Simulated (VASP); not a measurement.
Write the native input for VASP 6.6.1 that does the following.

```yaml
Task: single point
Functional: PBEsol
Potentials_or_basis: VASP PAW PBE potentials, release 64 (Ti_sv, Al)
Cutoff: 520 eV
k_mesh: 12 × 12 × 12
Occupations: gaussian, width 0.15 eV
Spin: collinear spin, ferromagnetic start
Starting_moments: "[1.0, 1.0, 1.0, 0.0] μB"
Fixed_moment: 3 μB
Dipole_correction: no
Further_INCAR_settings: ALGO = Normal; EDIFF = 1e-06; NBANDS = 32
```

The structure of Ti3Al lies in POSCAR:

```
Ti3Al
1.0
    0.0000000000      3.1231701287      3.1231701287
    3.1231701287      0.0000000000      3.1231701287
    3.1231701287      3.1231701287      0.0000000000
Ti Al
3 1
Direct
    0.7500000000      0.7500000000      0.7500000000
    0.2500000000      0.2500000000      0.2500000000
    0.0000000000      0.0000000000      0.0000000000
    0.5000000000      0.5000000000      0.5000000000
```

These files were run (other wordings do the same):

INCAR

```
PREC = Accurate
ENCUT = 520
EDIFF = 1E-6
ISMEAR = 0
SIGMA = 0.15
LREAL = F
LASPH = T
NELM = 150
ALGO = Normal
ISIF = 2
LWAVE = F
LCHARG = T
ISPIN = 2
MAGMOM = 1 1 1 0
LORBIT = 11
NUPDOWN = 3.0
LMAXMIX = 4
GGA = PS
LELF = T
LVHAR = T
NBANDS = 32
```

KPOINTS

```
Automatic mesh
0
Gamma
  12 12 12
```

Potentials or basis: VASP PAW PBE potentials, release 64 (Ti_sv, Al).

Run with:

```bash
$ cat potpaw_PBE.64/Ti_sv/POTCAR potpaw_PBE.64/Al/POTCAR > POTCAR
$ mpirun -np 1 vasp_std > vasp.out
```

Results of the run:

The pressure is 10.2 GPa and the net moment is 3.00 μB per cell. The site moments are Ti +0.56, +1.12; Al -0.02 μB and the valence electrons inside the program's atomic spheres are Ti 10.37, 10.44; Al 0.87.

Caveat: the PAW data sets were made with another functional, which shifts forces and pressure a little; the total moment is fixed, so each spin has its own Fermi level.

Run time: 3.4 min on 1 thread of AMD EPYC 9R45 96-Core Processor (Zen 5), on a shared host, peak memory 0.34 GiB.
